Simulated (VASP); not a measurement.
**ZnO: single point with PBEsol**

Crystal: ZnO.

```
Zn O
1.0
     3.23088    0.00000    0.00000
    -1.61544    2.79803    0.00000
     0.00000    0.00000    5.21579
Zn O
2 2
Direct
  0.33333 0.66667 0.97429
  0.66667 0.33333 0.47429
  0.33333 0.66667 0.40771
  0.66667 0.33333 0.90771
```

This cell differs from its parent crystal: atoms displaced along a vibrational mode.

| Item | Value |
| --- | --- |
| Program | VASP 6.6.1 |
| Task | single point |
| Functional | PBEsol |
| Potentials or basis | VASP PAW PBE potentials, release 64 (Zn, O) |
| Cutoff | 520 eV |
| k mesh | 15 × 15 × 8 |
| Occupations | gaussian, width 0.01 eV |
| Spin | no spin polarisation |

```json
{"Pressure": "4.6 GPa", "Largest force": "0.670 eV/Å", "Band gap on the k mesh": "0.77 eV"}
```

Forces on the atoms (eV/Å):
```
Zn   0.000  0.000  0.670
Zn   0.000  0.000  0.670
O    0.000  0.000 -0.670
O    0.000  0.000 -0.670
```

Stress tensor (GPa, compression positive):
```
 9.53  0.00  0.00
 0.00  9.53  0.00
 0.00  0.00 -5.32
```

Levels at points of the mesh, in eV from the valence-band top:
| k point | band 15 | band 16 | band 17 | band 18 | band 19 | band 20 | band 21 | band 22 |
| --- | --- | --- | --- | --- | --- | --- | --- | --- |
| (0.00, 0.00, 0.00) | -0.46 | -0.46 | 0.00 | 0.00 | 0.77 | 4.83 | 7.84 | 12.66 |
| (0.00, 0.00, 0.50) | -0.22 | -0.22 | -0.22 | -0.22 | 3.29 | 3.29 | 9.60 | 9.60 |

It took 100 s on 1 thread of Intel(R) Xeon(R) Platinum 8488C (Sapphire Rapids), with other jobs on the host, peak memory 0.25 GiB.

Caveat: the cell differs from its parent crystal (atoms displaced along a vibrational mode); the cell stands under pressure; the PAW data sets were made with another functional, which shifts forces and pressure a little; an odd mesh through Γ misses points on the zone boundary, where band edges can lie.
